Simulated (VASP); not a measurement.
A run of VASP 6.6.1 is set up as follows.

The input INCAR:

```
SYSTEM = K
ALGO = Fast ; EDIFF = 1E-6
ENCUT = 520 ; ISIF = 2
ISMEAR = 0 ; LASPH = .TRUE.
LCHARG = .FALSE. ; LREAL = .FALSE.
LWAVE = .FALSE. ; NBANDS = 10
NELM = 100 ; PREC = Accurate
SIGMA = 0.1
```

Contents of KPOINTS:

```
k-points
0
G
  12 12 12
  0 0 0
```

POSCAR

```
K
1.0
   -2.5247258096      2.5247258096      2.5247258096
    2.5247258096     -2.5247258096      2.5247258096
    2.5247258096      2.5247258096     -2.5247258096
K
1
Direct
    0.0000000000      0.0000000000      0.0000000000
```

Potentials or basis: VASP PAW LDA potentials, release 64 (K_sv).

Command:

```sh
$ cat potpaw_LDA.64/K_sv/POTCAR > POTCAR
$ mpirun -np 1 vasp_std > vasp.out
```

Q: Predict the pressure.

A: 0.0 GPa.

Q: Predict the band gap on the k mesh.

A: Zero (an odd number of electrons rules out a gap without spin polarisation).
